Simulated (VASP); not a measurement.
# SrO (P6_3mc) in VASP: notebook

SrO is run at these levels: PBEsol; tasks: single point.

All numbers are computed with VASP 6.6.1; they aren't measurements. Logs are shortened: lines on timing, memory, paths and dates and some standing lists are left out, and cuts for length are marked.

## 1. The cell of the first run

It takes space group P6_3mc (No. 186, hexagonal). The conventional cell has a = 4.275 Å, b = 4.275 Å, c = 5.156 Å, α = 90.00°, β = 90.00°, γ = 120.00°. Sr (site symmetry 3m) has 5 O at 2.47 to 2.58 Å within 3.3 Å. O (site symmetry 3m) has 5 Sr at 2.47 to 2.58 Å within 3.3 Å.

## 2. Single point, PBEsol

INCAR

```
PREC = Accurate ; ENCUT = 520
EDIFF = 1E-6 ; ISMEAR = 0
SIGMA = 0.02 ; LREAL = False
LASPH = True ; NELM = 80
ALGO = Normal ; ISIF = 2
LWAVE = False ; LCHARG = False
GGA = PS ; NBANDS = 24
```

KPOINTS

```
Automatic mesh
0
Gamma
  6 6 4
```

POSCAR

```
SrO
1.0
    4.2754660000      0.0000000000      0.0000000000
   -2.1377330000      3.7026620000      0.0000000000
    0.0000000000      0.0000000000      5.1555950000
Sr O
2 2
Direct
    0.3333333333      0.6666666667      0.9381280000
    0.6666666667      0.3333333333      0.4381280000
    0.3333333333      0.6666666667      0.4368720000
    0.6666666667      0.3333333333      0.9368720000
```

Potentials or basis: VASP PAW PBE potentials, release 64 (Sr_sv, O).

Started as:

```sh
$ cat potpaw_PBE.64/Sr_sv/POTCAR potpaw_PBE.64/O/POTCAR > POTCAR
$ mpirun -np 1 vasp_std > vasp.out
```

OUTCAR:

```text
PREC = Accurate
   ENCUT = 520
   EDIFF = 1E-6
   ISMEAR = 0
   LREAL = False
   LASPH = True
   NELM = 80
   ISIF = 2
   GGA = PS

 ion  position               nearest neighbor table
   1  0.333  0.667  0.938-   4 2.47   4 2.47   4 2.47   3 2.57   3 2.58   2 3.57   2 3.57   2 3.57
                             2 3.57   2 3.57   2 3.57
   2  0.667  0.333  0.438-   3 2.47   3 2.47   3 2.47   4 2.57   4 2.58   1 3.57   1 3.57   1 3.57
                             1 3.57   1 3.57   1 3.57
   3  0.333  0.667  0.437-   2 2.47   2 2.47   2 2.47   1 2.57   1 2.58
   4  0.667  0.333  0.937-   1 2.47   1 2.47   1 2.47   2 2.57   2 2.58

  LATTYP: Found a hexagonal cell.
 ALAT       =     4.2754660000
 C/A-ratio  =     1.2058556892

  Lattice vectors:

 A1 = (   4.2754660000,   0.0000000000,   0.0000000000)
 A2 = (  -2.1377330000,   3.7026620000,   0.0000000000)
 A3 = (   0.0000000000,   0.0000000000,   5.1555950000)

Analysis of symmetry for initial positions (statically):
=====================================================================
 Subroutine PRICEL returns:
 Original cell was already a primitive cell.

 Routine SETGRP: Setting up the symmetry group for a
 hexagonal supercell.

 Subroutine GETGRP returns: Found 12 space group operations
 (whereof  6 operations were pure point group operations)
 out of a pool of 24 trial point group operations.

The static configuration has the point symmetry C_3v.
 The point group associated with its full space group is C_6v.

Analysis of symmetry for dynamics (positions and initial velocities):
=====================================================================
 Subroutine PRICEL returns:
 Original cell was already a primitive cell.

 Routine SETGRP: Setting up the symmetry group for a
 hexagonal supercell.

 Subroutine GETGRP returns: Found 12 space group operations
 (whereof  6 operations were pure point group operations)
 out of a pool of 24 trial point group operations.

The dynamic configuration has the point symmetry C_3v.
 The point group associated with its full space group is C_6v.

 Subroutine INISYM returns: Found 12 space group operations
 (whereof  6 operations are pure point group operations),
 and found     1 'primitive' translations

----------------------------------------------------------------------------------------

                                     Primitive cell

  volume of cell :      81.6162

  direct lattice vectors                    reciprocal lattice vectors
     4.275466000  0.000000000  0.000000000     0.233892633  0.135037981  0.000000000
    -2.137733000  3.702662000  0.000000000     0.000000000  0.270075962  0.000000000
     0.000000000  0.000000000  5.155595000     0.000000000  0.000000000  0.193964033

  length of vectors
     4.275466000  4.275465854  5.155595000     0.270075952  0.270075962  0.193964033

  position of ions in fractional coordinates (direct lattice)
     0.333333333  0.666666667  0.938128000
     0.666666667  0.333333333  0.438128000
     0.333333333  0.666666667  0.436872000
     0.666666667  0.333333333  0.936872000

  ion indices of the primitive-cell ions
   primitive index   ion index
                 1           1
                 2           2
                 3           3
                 4           4

----------------------------------------------------------------------------------------

 KPOINTS: Automatic mesh

Automatic generation of k-mesh.
 Grid dimensions read from file:
 generate k-points for:    6    6    4

 Generating k-lattice:

  Cartesian coordinates                     Fractional coordinates (reciprocal lattice)
     0.038982105  0.022506330  0.000000000     0.166666667  0.000000000  0.000000000
     0.000000000  0.045012660  0.000000000     0.000000000  0.166666667  0.000000000
     0.000000000  0.000000000  0.048491008     0.000000000  0.000000000  0.250000000

  Length of vectors
     0.045012659  0.045012660  0.048491008

  Shift w.r.t. Gamma in fractional coordinates (k-lattice)
     0.000000000  0.000000000  0.000000000

 Subroutine IBZKPT returns following result:
 ===========================================

 Found     21 irreducible k-points:

 Following reciprocal coordinates:
            Coordinates               Weight
  0.000000  0.000000  0.000000      1.000000
  0.166667  0.000000  0.000000      6.000000
  0.333333  0.000000  0.000000      6.000000
  0.500000  0.000000  0.000000      3.000000
  0.166667  0.166667  0.000000      6.000000
  0.333333  0.166667  0.000000     12.000000
[... 13 lines left out ...]
  0.333333  0.166667  0.500000     12.000000
  0.333333  0.333333  0.500000      2.000000
   k-points           NKPTS =     21   k-points in BZ     NKDIM =     21   number of bands    NBANDS=     24
   number of dos      NEDOS =    301   number of ions     NIONS =      4
   total plane-waves  NPLWV =  40960
   dimension x,y,z NGX =    32 NGY =   32 NGZ =   40
   dimension x,y,z NGXF=    64 NGYF=   64 NGZF=   80
   ions per type =               2   2
   NGX,Y,Z   is equivalent  to a cutoff of  12.44, 12.44, 12.90 a.u.
   NGXF,Y,Z  is equivalent  to a cutoff of  24.89, 24.89, 25.80 a.u.
 SYSTEM =  unknown system
   PREC   = accura    normal or accurate (medium, high low for compatibility)
   ISTART =      0    job   : 0-new  1-cont  2-samecut
   ICHARG =      2    charge: 1-file 2-atom 10-const
   ISPIN  =      1    spin polarized calculation?
   LNONCOLLINEAR =      F non collinear calculations
   LSORBIT =      F    spin-orbit coupling
   LASPH  =      T    aspherical Exc in radial PAW
   ENCUT  =  520.0 eV  38.22 Ry    6.18 a.u.   7.95  7.95  9.59*2*pi/ulx,y,z
   NELM   =     80;   NELMIN=  2; NELMDL= -5     # of ELM steps
   EDIFF  = 0.1E-05   stopping-criterion for ELM
   LREAL  =      F    real-space projection
   EDIFFG = 0.1E-04   stopping-criterion for IOM
   NSW    =      0    number of steps for IOM
   IBRION =     -1    ionic relax: 0-MD 1-quasi-New 2-CG
   NFREE  =      0    steps in history (QN), initial steepest desc. (CG)
   ISIF   =      2    stress and relaxation
   ISYM   =      2    0-nonsym 1-usesym 2-fastsym
   POTIM  = 0.5000    time-step for ionic-motion
   TEBEG  =    0.0;   TEEND  =   0.0 temperature during run
   PSTRESS=    0.0 pullay stress
   NELECT =      32.0000    total number of electrons
   NUPDOWN=      -1.0000    fix difference up-down
   EMIN   =  10.00;   EMAX   =-10.00  energy-range for DOS
   EFERMI =   0.00;   METHOD = LEGACY
   ISMEAR =     0;   SIGMA  =   0.02  broadening in eV -4-tet -1-fermi 0-gaus
   EFERMI_NEDOS =   21; number of points for ismear=-14 and -15
   IALGO  =     38    algorithm
   IMIX   =      4    mixing-type and parameters
     AMIX     =   0.40;   BMIX     =  1.00
     AMIX_MAG =   1.60;   BMIX_MAG =  1.00
  volume/ion in A,a.u.               =      20.40       137.69
  Fermi-wavevector in a.u.,A,eV,Ry     =   1.198209  2.264287 19.533962  1.435706
  Thomas-Fermi vector in A             =   2.334104
   LORBIT       =      0    0 simple, 1 ext, 2 COOP (PROOUT), +10 PAW based schemes
   GGA     = PS    functional components
   LHFCALC =     F    Hartree Fock is set to
   AEXX    =    0.0000 exact exchange contribution
   IVDW    =     0    specifies the selected vdW correction
   LEPSILON=     F    determine dielectric tensor
   LRPA    =     F    only Hartree local field effects (RPA)
 non-spin polarized calculation
 Gauss-broadening in eV      SIGMA  =   0.02
  energy-cutoff  :      520.00
  volume of cell :       81.62
 maximum number of plane-waves:      2220
 NGX is ok and might be reduce to    32
   NGX = 15   NGY = 15   NGZ = 19

 number of electron      32.0000007 magnetization

 Free energy of the ion-electron system (eV)
  ---------------------------------------------------
  ext. energy  EPLUGINS =         0.00000000
  ---------------------------------------------------
  free energy    TOTEN  =       -24.97514047 eV

  energy without entropy =      -24.97514047  energy(sigma->0) =      -24.97514047

 E-fermi :   0.7112     XC(G=0):  -9.1749

 val. band max:        0.5961467165   @ k =   0.0000   0.0000   0.0000
 cond. band min:       3.0998801825   @ k =   0.0000   0.0000   0.0000
 fundamental gap:      2.5037334660
 Fermi energy:         0.7111588960

 k-point     1 :       0.0000    0.0000    0.0000
  band No.  band energies     occupation
      1     -31.6868      2.00000
      2     -31.5178      2.00000
      3     -14.3417      2.00000
      4     -14.3392      2.00000
      5     -14.2530      2.00000
      6     -13.8523      2.00000
[... 16 lines left out ...]
     23       9.1314      0.00000
     24       9.3695      0.00000

 k-point     2 :       0.1667    0.0000    0.0000
  band No.  band energies     occupation
      1     -31.6724      2.00000
      2     -31.5233      2.00000
      3     -14.8134      2.00000
      4     -14.7361      2.00000
      5     -14.2021      2.00000
      6     -13.8898      2.00000
[... 16 lines left out ...]
     23       9.0217      0.00000
     24       9.0438      0.00000

 k-point     3 :       0.3333    0.0000    0.0000
  band No.  band energies     occupation
      1     -31.6377      2.00000
      2     -31.5400      2.00000
      3     -15.2750      2.00000
      4     -15.1850      2.00000
      5     -14.0592      2.00000
      6     -13.9577      2.00000
[... 16 lines left out ...]
     23       8.8261      0.00000
     24       9.2896      0.00000

 k-point     4 :       0.5000    0.0000    0.0000
  band No.  band energies     occupation
      1     -31.6124      2.00000
      2     -31.5563      2.00000
      3     -15.4440      2.00000
      4     -15.3530      2.00000
      5     -13.9892      2.00000
      6     -13.9453      2.00000
[... 16 lines left out ...]
     23       9.0731      0.00000
     24       9.3357      0.00000

 k-point     5 :       0.1667    0.1667    0.0000
  band No.  band energies     occupation
      1     -31.6475      2.00000
      2     -31.5347      2.00000
      3     -15.1663      2.00000
      4     -15.0941      2.00000
      5     -14.1011      2.00000
      6     -13.9644      2.00000
[... 16 lines left out ...]
     23       9.0269      0.00000
     24       9.4707      0.00000

 k-point     6 :       0.3333    0.1667    0.0000
  band No.  band energies     occupation
      1     -31.6125      2.00000
      2     -31.5562      2.00000
      3     -15.4151      2.00000
      4     -15.3549      2.00000
      5     -14.0511      2.00000
      6     -13.9463      2.00000
[... 16 lines left out ...]
     23       9.0373      0.00000
     24       9.3312      0.00000
[... 298 lines left out ...]
 k-point    18 :       0.5000    0.0000    0.5000
  band No.  band energies     occupation
      1     -31.5827      2.00000
      2     -31.5827      2.00000
      3     -15.7864      2.00000
      4     -15.7864      2.00000
      5     -13.7740      2.00000
      6     -13.7740      2.00000
[... 16 lines left out ...]
     23       9.5852      0.00000
     24       9.5852      0.00000

 k-point    19 :       0.1667    0.1667    0.5000
  band No.  band energies     occupation
      1     -31.5898      2.00000
      2     -31.5898      2.00000
      3     -15.5697      2.00000
      4     -15.5697      2.00000
      5     -13.7661      2.00000
      6     -13.7661      2.00000
[... 16 lines left out ...]
     23       8.9628      0.00000
     24       8.9628      0.00000

 k-point    20 :       0.3333    0.1667    0.5000
  band No.  band energies     occupation
      1     -31.5827      2.00000
      2     -31.5827      2.00000
      3     -15.7774      2.00000
      4     -15.7774      2.00000
      5     -13.8206      2.00000
      6     -13.8206      2.00000
[... 16 lines left out ...]
     23       9.6373      0.00000
     24       9.6373      0.00000

 k-point    21 :       0.3333    0.3333    0.5000
  band No.  band energies     occupation
      1     -31.5803      2.00000
      2     -31.5803      2.00000
      3     -15.8320      2.00000
      4     -15.8320      2.00000
      5     -13.8724      2.00000
      6     -13.8724      2.00000
[... 16 lines left out ...]
     23       9.8234      0.00000
     24       9.8234      0.00000

------------------------ aborting loop because EDIFF is reached ----------------------------------------

  FORCE on cell =-STRESS in cart. coord.  units (eV):
  Direction    XX          YY          ZZ          XY          YZ          ZX
  --------------------------------------------------------------------------------------
  -------------------------------------------------------------------------------------
  Total       -0.7335184     -0.7335184     -0.8088724     -0.0000000      0.0000000     -0.0000000
  in kB      -14.3994296    -14.3994283    -15.8786762     -0.0000000      0.0000000     -0.0000000
  external PRESSURE =     -14.8925113 kB  Pullay stress =       0.0000000 kB

 VOLUME and BASIS-vectors are now :
 -----------------------------------------------------------------------------
  energy-cutoff  :      520.00
  volume of cell :       81.62
      direct lattice vectors                 reciprocal lattice vectors
     4.275466000  0.000000000  0.000000000     0.233892633  0.135037981  0.000000000
    -2.137733000  3.702662000  0.000000000     0.000000000  0.270075962  0.000000000
     0.000000000  0.000000000  5.155595000     0.000000000  0.000000000  0.193964033

 POSITION                                       TOTAL-FORCE (eV/Angst)
 -----------------------------------------------------------------------------------
     -0.00000      2.46844      4.83661         0.000000      0.000000     -0.012512
      2.13773      1.23422      2.25881         0.000000      0.000000     -0.012512
     -0.00000      2.46844      2.25234        -0.000000      0.000000      0.012512
      2.13773      1.23422      4.83013         0.000000     -0.000000      0.012512
 -----------------------------------------------------------------------------------
    total drift:                               -0.000000      0.000000      0.000358

  FREE ENERGIE OF THE ION-ELECTRON SYSTEM (eV)
  ---------------------------------------------------
  free  energy   TOTEN  =       -24.9751404658 eV

  energy  without entropy=      -24.9751404658  energy(sigma->0) =      -24.97514047
```

Wall time 27 s (1 thread of AMD EPYC 9R14 (Zen 4), shared host); peak memory 0.18 GiB.

Results:

| Item | Value |
| --- | --- |
| Free energy | -24.9751 eV |
| Pressure | -1.5 GPa |
| Largest force | 0.013 eV/Å |
| Band gap on the k mesh | 2.50 eV, direct |

Forces on the atoms (eV/Å):
```
Sr   0.000  0.000 -0.013
Sr   0.000  0.000 -0.013
O    0.000  0.000  0.013
O    0.000  0.000  0.013
```

Levels at points of the mesh, in eV from the valence-band top:
| k point | band 12 | band 13 | band 14 | band 15 | band 16 | band 17 | band 18 | band 19 | band 20 | band 21 |
| --- | --- | --- | --- | --- | --- | --- | --- | --- | --- | --- |
| (0.00, 0.00, 0.00) | -1.06 | -0.90 | -0.90 | -0.34 | 0.00 | 2.50 | 6.05 | 6.05 | 7.07 | 7.99 |
| (0.50, 0.00, 0.00) | -0.87 | -0.37 | -0.36 | -0.35 | -0.27 | 4.20 | 4.74 | 4.98 | 7.05 | 7.99 |
| (0.00, 0.00, 0.50) | -1.27 | -1.10 | -1.10 | -1.10 | -1.10 | 4.22 | 4.22 | 7.81 | 7.81 | 7.81 |
| (0.50, 0.00, 0.50) | -1.67 | -0.91 | -0.91 | -0.44 | -0.44 | 4.84 | 4.84 | 7.33 | 7.33 | 8.08 |

Caveat: the PAW data sets were made with another functional, which shifts forces and pressure a little. As with any semilocal functional, this PBEsol gap is likely too small.

[end of part 1 of 2]
